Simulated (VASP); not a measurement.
Set up this calculation in VASP 6.6.1, as the native input.

```
Task                   : single point
Functional             : PBE
Potentials or basis    : VASP PAW PBE potentials, release 64 (W_sv)
Cutoff                 : 520 eV
k mesh                 : 15 × 15 × 15
Occupations            : fermi-dirac, width 0.05 eV
Spin                   : no spin polarisation
Dipole correction      : no
Further INCAR settings : ALGO = Normal; EDIFF = 1e-06; NBANDS = 21
```

The structure of W lies in POSCAR:

```
W
1.0
    0.0000000000      2.2582868809      2.2582868809
    2.2582868809      0.0000000000      2.2582868809
    2.2582868809      2.2582868809      0.0000000000
W
2
Direct
   -0.1250000000     -0.1250000000     -0.1250000000
    0.1250000000      0.1250000000      0.1250000000
```

The input as run:

INCAR

```
SYSTEM = W
PREC = Accurate
ENCUT = 520
EDIFF = 1E-6
ISMEAR = -1
SIGMA = 0.05
LREAL = .False.
LASPH = .True.
NELM = 100
ALGO = Normal
ISIF = 2
LWAVE = .False.
LCHARG = .False.
GGA = PE
NBANDS = 21
```

KPOINTS

```
regular mesh
0
Gamma
  15 15 15
  0 0 0
```

Potentials or basis: VASP PAW PBE potentials, release 64 (W_sv).

Run with:

```console
$ cat potpaw_PBE.64/W_sv/POTCAR > POTCAR
$ mpirun -np 1 vasp_std > vasp.out
```

Results of the run:

```
Pressure               : 449.6 GPa
Band gap on the k mesh : zero (band 14 reaches 16.78 eV, above the bottom of band 15 at 15.08 eV)
```

Caveat: spin-orbit coupling is left out, which moves the levels of the heavy elements.

Run time: 15 s on 1 thread of Intel(R) Xeon(R) 6975P-C (Granite Rapids), with other jobs on the host, peak memory 0.17 GiB.
